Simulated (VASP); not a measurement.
# CuO (P-6m2) in VASP: notebook

CuO is run at these levels: PBE; tasks: density of states, electric field gradients.

All numbers are computed with VASP 6.6.1; they aren't measurements. Logs are shortened: lines on timing, memory, paths and dates and some standing lists are left out, and cuts for length are marked.

### Step 1. The cell of the first run

Symmetry: P-6m2, No. 187, hexagonal system. The conventional cell has a = 2.836 Å, b = 2.836 Å, c = 2.768 Å, α = 90.00°, β = 90.00°, γ = 120.00°. Within 2.8 Å of Cu (site symmetry -6m2) lie 6 O at 2.14 Å and 2 Cu at 2.77 Å. Within 2.8 Å of O (site symmetry -6m2) lie 6 Cu at 2.14 Å and 2 O at 2.77 Å.

### Step 2. Density of states, PBE

The input, POSCAR:

```
CuO
1.0
    2.8363251100      0.0000000000      0.0000000000
   -1.4181625500      2.4563296000      0.0000000000
    0.0000000000      0.0000000000      2.7681127800
Cu O
1 1
Direct
    0.0000000000      0.0000000000      0.0000000000
    0.6666666667      0.3333333333      0.5000000000
```

The input, INCAR.step1:

```
SYSTEM = CuO
ALGO     = Normal         ! electronic algorithm
EDIFF    = 1E-6           ! SCF threshold, eV
ENCUT    = 520            ! plane-wave cutoff, eV
GGA      = PE             ! functional
ISIF     = 2              ! what is computed and relaxed
ISMEAR   = -1             ! smearing method
LASPH    = .True.         ! aspherical terms in the spheres
LCHARG   = .True.         ! write CHGCAR
LMAXMIX  = 4              ! l up to which the mixer works
LREAL    = .False.        ! projectors in reciprocal space
LWAVE    = .False.        ! write WAVECAR
NBANDS   = 16             ! bands
NELM     = 100            ! most SCF steps
PREC     = Accurate       ! precision mode
SIGMA    = 0.05           ! smearing width, eV
```

The input, KPOINTS.step1:

```
k-points
0
Gamma
  11 11 10
  0 0 0
```

The input, INCAR.step2:

```
SYSTEM = CuO
ALGO     = Normal         ! electronic algorithm
EDIFF    = 1E-6           ! SCF threshold, eV
ENCUT    = 520            ! plane-wave cutoff, eV
GGA      = PE             ! functional
ICHARG   = 11             ! starting density
ISIF     = 2              ! what is computed and relaxed
ISMEAR   = -5             ! smearing method
LASPH    = .True.         ! aspherical terms in the spheres
LCHARG   = .False.        ! write CHGCAR
LMAXMIX  = 4              ! l up to which the mixer works
LORBIT   = 10             ! projections on sites
LREAL    = .False.        ! projectors in reciprocal space
LWAVE    = .False.        ! write WAVECAR
NBANDS   = 16             ! bands
NEDOS    = 1001           ! points of the DOS
NELM     = 100            ! most SCF steps
PREC     = Accurate       ! precision mode
SIGMA    = 0.05           ! smearing width, eV
```

The input, KPOINTS.step2:

```
k-points
0
Gamma
  17 17 15
  0 0 0
```

Potentials or basis: VASP PAW PBE potentials, release 64 (Cu, O).

Launch:

```sh
$ cat potpaw_PBE.64/Cu/POTCAR potpaw_PBE.64/O/POTCAR > POTCAR
$ cp INCAR.step1 INCAR
$ cp KPOINTS.step1 KPOINTS
$ mpirun -np 1 vasp_std > vasp.out
$ cp INCAR.step2 INCAR
$ cp KPOINTS.step2 KPOINTS
$ mpirun -np 1 vasp_std > vasp.out
```

OUTCAR:

```text
SYSTEM = CuO
   EDIFF = 1E-6
   ENCUT = 520
   GGA = PE
   ICHARG = 11
   ISIF = 2
   ISMEAR = -5
   LASPH = .True.
   LORBIT = 10
   LREAL = .False.
   NELM = 100
   PREC = Accurate

 ion  position               nearest neighbor table
   1  0.000  0.000  0.000-   2 2.14   2 2.14   2 2.14   2 2.14   2 2.14   2 2.14
   2  0.667  0.333  0.500-   1 2.14   1 2.14   1 2.14   1 2.14   1 2.14   1 2.14

  LATTYP: Found a hexagonal cell.
 ALAT       =     2.8363251100
 C/A-ratio  =     0.9759504544

  Lattice vectors:

 A1 = (   2.8363251100,   0.0000000000,   0.0000000000)
 A2 = (  -1.4181625500,   2.4563296000,   0.0000000000)
 A3 = (   0.0000000000,   0.0000000000,   2.7681127800)

Analysis of symmetry for initial positions (statically):
=====================================================================
 Subroutine PRICEL returns:
 Original cell was already a primitive cell.

 Routine SETGRP: Setting up the symmetry group for a
 hexagonal supercell.

 Subroutine GETGRP returns: Found 12 space group operations
 (whereof 12 operations were pure point group operations)
 out of a pool of 24 trial point group operations.

The static configuration has the point symmetry D_3h.

Analysis of symmetry for dynamics (positions and initial velocities):
=====================================================================
 Subroutine PRICEL returns:
 Original cell was already a primitive cell.

 Routine SETGRP: Setting up the symmetry group for a
 hexagonal supercell.

 Subroutine GETGRP returns: Found 12 space group operations
 (whereof 12 operations were pure point group operations)
 out of a pool of 24 trial point group operations.

The dynamic configuration has the point symmetry D_3h.

 Subroutine INISYM returns: Found 12 space group operations
 (whereof 12 operations are pure point group operations),
 and found     1 'primitive' translations

----------------------------------------------------------------------------------------

                                     Primitive cell

  volume of cell :      19.2853

  direct lattice vectors                    reciprocal lattice vectors
     2.836325110  0.000000000  0.000000000     0.352568892  0.203555744  0.000000000
    -1.418162550  2.456329600  0.000000000     0.000000000  0.407111489  0.000000000
     0.000000000  0.000000000  2.768112780     0.000000000  0.000000000  0.361256957

  length of vectors
     2.836325110  2.836325109  2.768112780     0.407111488  0.407111489  0.361256957

  position of ions in fractional coordinates (direct lattice)
     0.000000000  0.000000000  0.000000000
     0.666666667  0.333333333  0.500000000

  ion indices of the primitive-cell ions
   primitive index   ion index
                 1           1
                 2           2

----------------------------------------------------------------------------------------

 KPOINTS: k-points

Automatic generation of k-mesh.
 Grid dimensions read from file:
 generate k-points for:   17   17   15

 Generating k-lattice:

  Cartesian coordinates                     Fractional coordinates (reciprocal lattice)
     0.020739347  0.011973867  0.000000000     0.058823529  0.000000000  0.000000000
     0.000000000  0.023947735  0.000000000     0.000000000  0.058823529  0.000000000
     0.000000000  0.000000000  0.024083797     0.000000000  0.000000000  0.066666667

  Length of vectors
     0.023947735  0.023947735  0.024083797

  Shift w.r.t. Gamma in fractional coordinates (k-lattice)
     0.000000000  0.000000000  0.000000000

 TETIRR: Found   4318 inequivalent tetrahedra from    26010

 Subroutine IBZKPT returns following result:
 ===========================================

 Found    264 irreducible k-points:

 Following reciprocal coordinates:
            Coordinates               Weight
  0.000000  0.000000  0.000000      1.000000
  0.058824  0.000000  0.000000      6.000000
  0.117647  0.000000  0.000000      6.000000
  0.176471  0.000000  0.000000      6.000000
  0.235294  0.000000  0.000000      6.000000
  0.294118 -0.000000  0.000000      6.000000
[... 16 lines left out ...]
  0.411765  0.117647  0.000000     12.000000
  0.176471  0.176471  0.000000      6.000000
 [... further k-points ...]
   k-points           NKPTS =    264   k-points in BZ     NKDIM =    264   number of bands    NBANDS=     16
   number of dos      NEDOS =   1001   number of ions     NIONS =      2
   total plane-waves  NPLWV =  13824
   dimension x,y,z NGX =    24 NGY =   24 NGZ =   24
   dimension x,y,z NGXF=    48 NGYF=   48 NGZF=   48
   ions per type =               1   1
   NGX,Y,Z   is equivalent  to a cutoff of  14.07, 14.07, 14.41 a.u.
   NGXF,Y,Z  is equivalent  to a cutoff of  28.13, 28.13, 28.83 a.u.
 SYSTEM =  CuO
   PREC   = accura    normal or accurate (medium, high low for compatibility)
   ISTART =      0    job   : 0-new  1-cont  2-samecut
   ICHARG =     11    charge: 1-file 2-atom 10-const
   ISPIN  =      1    spin polarized calculation?
   LNONCOLLINEAR =      F non collinear calculations
   LSORBIT =      F    spin-orbit coupling
   LASPH  =      T    aspherical Exc in radial PAW
   ENCUT  =  520.0 eV  38.22 Ry    6.18 a.u.   5.27  5.27  5.15*2*pi/ulx,y,z
   NELM   =    100;   NELMIN=  2; NELMDL=  0     # of ELM steps
   EDIFF  = 0.1E-05   stopping-criterion for ELM
   LREAL  =      F    real-space projection
   EDIFFG = 0.1E-04   stopping-criterion for IOM
   NSW    =      0    number of steps for IOM
   IBRION =     -1    ionic relax: 0-MD 1-quasi-New 2-CG
   NFREE  =      0    steps in history (QN), initial steepest desc. (CG)
   ISIF   =      2    stress and relaxation
   ISYM   =      2    0-nonsym 1-usesym 2-fastsym
   POTIM  = 0.5000    time-step for ionic-motion
   TEBEG  =    0.0;   TEEND  =   0.0 temperature during run
   PSTRESS=    0.0 pullay stress
   NELECT =      17.0000    total number of electrons
   NUPDOWN=      -1.0000    fix difference up-down
   EMIN   =  10.00;   EMAX   =-10.00  energy-range for DOS
   EFERMI =   0.00;   METHOD = LEGACY
   ISMEAR =    -5;   SIGMA  =   0.05  broadening in eV -4-tet -1-fermi 0-gaus
   EFERMI_NEDOS =   21; number of points for ismear=-14 and -15
   IALGO  =     38    algorithm
   IMIX   =      4    mixing-type and parameters
     AMIX     =   0.40;   BMIX     =  1.00
     AMIX_MAG =   1.60;   BMIX_MAG =  1.00
  volume/ion in A,a.u.               =       9.64        65.07
  Fermi-wavevector in a.u.,A,eV,Ry     =   1.569696  2.966296 33.524031  2.463947
  Thomas-Fermi vector in A             =   2.671540
   LORBIT       =     10    0 simple, 1 ext, 2 COOP (PROOUT), +10 PAW based schemes
   GGA     = PE    functional components
   LHFCALC =     F    Hartree Fock is set to
   AEXX    =    0.0000 exact exchange contribution
   IVDW    =     0    specifies the selected vdW correction
   LEPSILON=     F    determine dielectric tensor
   LRPA    =     F    only Hartree local field effects (RPA)
 non-spin polarized calculation
 Fermi weights with tetrahedron method with Bloechl corrections
  energy-cutoff  :      520.00
  volume of cell :       19.29
 maximum number of plane-waves:       533
 NGX is ok and might be reduce to    24

 number of electron      17.0000005 magnetization

 Free energy of the ion-electron system (eV)
  ---------------------------------------------------
  ext. energy  EPLUGINS =         0.00000000
  ---------------------------------------------------
  free energy    TOTEN  =        -9.14132635 eV

  energy without entropy =       -9.14132635  energy(sigma->0) =       -9.14132635

 E-fermi :   5.7440     XC(G=0): -12.3484

 val. band max:        5.7505318340   @ k =   0.3529  -0.0000   0.0000
 cond. band min:       5.7569848332   @ k =   0.1765   0.0000   0.3333
 fundamental gap:      0.0064529992
 Fermi energy:         5.7440345883

 k-point     1 :       0.0000    0.0000    0.0000
  band No.  band energies     occupation
      1     -13.4598      2.00000
      2       2.1935      2.00000
      3       2.1935      2.00000
      4       2.5523      2.00000
      5       3.1606      2.00000
      6       4.0146      2.00000
[... 8 lines left out ...]
     15      26.8716      0.00000
     16      32.1163      0.00000

 k-point     2 :       0.0588    0.0000    0.0000
  band No.  band energies     occupation
      1     -13.4243      2.00000
      2       2.0605      2.00000
      3       2.2130      2.00000
      4       2.5802      2.00000
      5       3.0306      2.00000
      6       4.0108      2.00000
[... 8 lines left out ...]
     15      27.5325      0.00000
     16      32.0182      0.00000

 k-point     3 :       0.1176    0.0000    0.0000
  band No.  band energies     occupation
      1     -13.3208      2.00000
      2       1.6956      2.00000
      3       2.2702      2.00000
      4       2.6501      2.00000
      5       2.7786      2.00000
      6       3.9998      2.00000
[... 8 lines left out ...]
     15      28.6307      0.00000
     16      32.0838      0.00000

 k-point     4 :       0.1765    0.0000    0.0000
  band No.  band energies     occupation
      1     -13.1589      2.00000
      2       1.1724      2.00000
      3       2.3603      2.00000
      4       2.5214      2.00000
      5       2.7410      2.00000
      6       3.9833      2.00000
[... 8 lines left out ...]
     15      29.0081      0.00000
     16      32.2242      0.00000
[... 324 lines left out ...]
 k-point    22 :       0.3529    0.1176    0.0000
  band No.  band energies     occupation
      1     -12.3070      2.00000
      2      -0.7538      2.00000
      3       1.8707      2.00000
      4       2.1955      2.00000
      5       3.2383      2.00000
      6       3.8449      2.00000
[... 8 lines left out ...]
     15      29.3530      0.00000
     16      30.5351      0.00000

 k-point    23 :       0.4118    0.1176    0.0000
  band No.  band energies     occupation
      1     -12.2201      2.00000
      2      -0.9195      2.00000
      3       1.8303      2.00000
      4       2.1508      2.00000
      5       3.2890      2.00000
      6       3.8324      2.00000
[... 8 lines left out ...]
     15      29.6147      0.00000
     16      30.1403      0.00000

 k-point    24 :       0.1765    0.1765    0.0000
  band No.  band energies     occupation
      1     -12.6832      2.00000
      2       0.0781      2.00000
      3       2.0905      2.00000
      4       2.2365      2.00000
      5       3.0561      2.00000
      6       3.8874      2.00000
[... 8 lines left out ...]
     15      29.5655      0.00000
     16      31.3326      0.00000

 [... further k-points ...]
[... 5 lines left out ...]
  --------------------------------------------------------------------------------------
  -------------------------------------------------------------------------------------
  Total        0.2762972      0.2762972     -0.9892023      0.0000000     -0.0000000     -0.0000000
  in kB       22.9541227     22.9541227    -82.1805924      0.0000000     -0.0000000     -0.0000000
  external PRESSURE =     -12.0907823 kB  Pullay stress =       0.0000000 kB

 VOLUME and BASIS-vectors are now :
 -----------------------------------------------------------------------------
  energy-cutoff  :      520.00
  volume of cell :       19.29
      direct lattice vectors                 reciprocal lattice vectors
     2.836325110  0.000000000  0.000000000     0.352568892  0.203555744  0.000000000
    -1.418162550  2.456329600  0.000000000     0.000000000  0.407111489  0.000000000
     0.000000000  0.000000000  2.768112780     0.000000000  0.000000000  0.361256957

 POSITION                                       TOTAL-FORCE (eV/Angst)
 -----------------------------------------------------------------------------------
      0.00000      0.00000      0.00000         0.000000      0.000000      0.000000
      1.41816      0.81878      1.38406        -0.000000     -0.000000      0.000000
 -----------------------------------------------------------------------------------
    total drift:                               -0.000709      0.000409      0.000000

  FREE ENERGIE OF THE ION-ELECTRON SYSTEM (eV)
  ---------------------------------------------------
  free  energy   TOTEN  =        -9.1413263468 eV

  energy  without entropy=       -9.1413263468  energy(sigma->0) =       -9.14132635

 total charge

# of ion       s       p       d       tot
------------------------------------------
    1        0.305   0.326   9.141   9.772
    2        1.586   3.315   0.000   4.901
--------------------------------------------------
tot          1.891   3.641   9.141  14.673
```

It took 50 s on 1 thread of Intel Xeon Platinum 8259CL at 2.50GHz (Skylake/Cascade Lake), shared host; peak memory 0.2 GiB.

Results:

```yaml
Valence_electrons_inside_the_program's_atomic_spheres: Cu 9.77; O 4.90
```

Caveat: an odd number of electrons without spin polarisation forces a metal; a magnetic or distorted state may lie lower; semilocal functionals often make such compounds metallic where correlation or magnetic order opens a gap, which also shifts bond lengths; tetrahedron occupations give inexact forces and stress in metals.

### Step 3. Electric field gradients, PBE

The input, INCAR:

```
SYSTEM = CuO
PREC     = Accurate       ! precision mode
ENCUT    = 520            ! plane-wave cutoff, eV
EDIFF    = 1E-8           ! SCF threshold, eV
ISMEAR   = -1             ! smearing method
SIGMA    = 0.05           ! smearing width, eV
LREAL    = .FALSE.        ! projectors in reciprocal space
LASPH    = .TRUE.         ! aspherical terms in the spheres
NELM     = 100            ! most SCF steps
ALGO     = Normal         ! electronic algorithm
ISIF     = 2              ! what is computed and relaxed
LWAVE    = .FALSE.        ! write WAVECAR
LCHARG   = .FALSE.        ! write CHGCAR
GGA      = PE             ! functional
LEFG     = .TRUE.       
NBANDS   = 16             ! bands
```

The input, KPOINTS:

```
regular mesh
0
G
  11 11 10
  0 0 0
```

POSCAR is that of step 2.

Potentials or basis: VASP PAW PBE potentials, release 64 (Cu, O).

Launch:

```sh
$ cat potpaw_PBE.64/Cu/POTCAR potpaw_PBE.64/O/POTCAR > POTCAR
$ mpirun -np 1 vasp_std > vasp.out
```

OUTCAR:

```text
SYSTEM = CuO
   PREC = Accurate
   ENCUT = 520
   EDIFF = 1E-8
   ISMEAR = -1
   LREAL = .FALSE.
   LASPH = .TRUE.
   NELM = 100
   ISIF = 2
   GGA = PE

 ion  position               nearest neighbor table
   1  0.000  0.000  0.000-   2 2.14   2 2.14   2 2.14   2 2.14   2 2.14   2 2.14
   2  0.667  0.333  0.500-   1 2.14   1 2.14   1 2.14   1 2.14   1 2.14   1 2.14

  LATTYP: Found a hexagonal cell.
 ALAT       =     2.8363251100
 C/A-ratio  =     0.9759504544

  Lattice vectors:

 A1 = (   2.8363251100,   0.0000000000,   0.0000000000)
 A2 = (  -1.4181625500,   2.4563296000,   0.0000000000)
[... 669 lines left out ...]
  free  energy   TOTEN  =        -9.1501888732 eV

  energy  without entropy=       -9.1264745047  energy(sigma->0) =       -9.13833169

 Electric field gradients (V/A^2)
---------------------------------------------------------------------
 ion       V_xx      V_yy      V_zz      V_xy      V_xz      V_yz
---------------------------------------------------------------------
   1     -26.357   -26.357    52.714     0.000     0.000    -0.000
   2     -11.624   -11.626    23.250    -0.001     0.000     0.000
---------------------------------------------------------------------

 Electric field gradients after diagonalization (V/A^2)
 (convention: |V_zz| > |V_xx| > |V_yy|)
----------------------------------------------------------------------
 ion       V_xx      V_yy      V_zz     asymmetry (V_yy - V_xx)/ V_zz
----------------------------------------------------------------------
   1     -26.357   -26.357    52.714       0.000
   2     -11.626   -11.623    23.250       0.000
----------------------------------------------------------------------

           NMR quadrupolar parameters

 Cq : quadrupolar parameter    Cq=e*Q*V_zz/h
 eta: asymmetry parameters     (V_yy - V_xx)/ V_zz
 Q  : nuclear electric quadrupole moment in mb (millibarn)
----------------------------------------------------------------------
 ion       Cq(MHz)       eta       Q (mb)
----------------------------------------------------------------------
   1       0.127       0.000       1.000
   2       0.056       0.000       1.000
----------------------------------------------------------------------
```

Run time: 33 s. Hardware: 1 thread of Intel Xeon Platinum 8375C at 2.90GHz (Ice Lake), shared host; peak memory 0.15 GiB.

What came out:

```yaml
Free_energy: -9.1502 eV
Pressure: -0.2 GPa
```

Stress tensor (GPa, compression positive):
```
 3.22  0.00  0.00
 0.00  3.22  0.00
 0.00  0.00 -7.08
```

Electric field gradients, principal values (V/Å²):
| atom | least | middle | greatest (by size) |
| --- | --- | --- | --- |
| 1 Cu | -26.357 | -26.357 | 52.714 |
| 2 O | -11.623 | -11.626 | 23.250 |

Caveat: without QUAD_EFG the Cq values of the log hold for a quadrupole moment of 1 mb, not for the nuclei; an odd number of electrons without spin polarisation forces a metal; a magnetic or distorted state may lie lower; semilocal functionals often make such compounds metallic where correlation or magnetic order opens a gap, which also shifts bond lengths. With open d or f shells a metallic result of PBE can be an artefact of self-interaction; +U or a hybrid may open a gap.
